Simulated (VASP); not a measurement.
CoSi2:

```
Co Si
1.0
     0.00000    2.64398    2.64398
     2.64398    0.00000    2.64398
     2.64398    2.64398    0.00000
Co Si
1 2
Direct
  0.00000 0.00000 0.00000
  0.25000 0.25000 0.25000
  0.75000 0.75000 0.75000
```

Base run:

| Item | Value |
| --- | --- |
| Program | VASP 6.6.1 |
| Functional | PBE |
| Potentials or basis | VASP PAW PBE potentials, release 64 (Co, Si) |
| Cutoff | 520 eV |
| k mesh | 14 × 14 × 14 |
| Occupations | gaussian, width 0.15 eV |
| Spin | collinear spin, ferromagnetic start |
| Starting moments | [1.65, 0.0, 0.0] μB |
| Fixed moment | 1.65 μB |

Its results: pressure 19.2 GPa; site moments Co +1.04; Si +0.13 μB.

Question: The run is repeated on the same cell with these changes: fixed moment from 1.65 μB to 1.1 μB; moments at the start from [1.65, 0.0, 0.0] to [1.1, 0.0, 0.0]. What comes out?

Answer: Pressure 13.1 GPa; site moments Co +0.68; Si +0.09 μB.

Caveats: the total moment is fixed, so each spin has its own Fermi level.
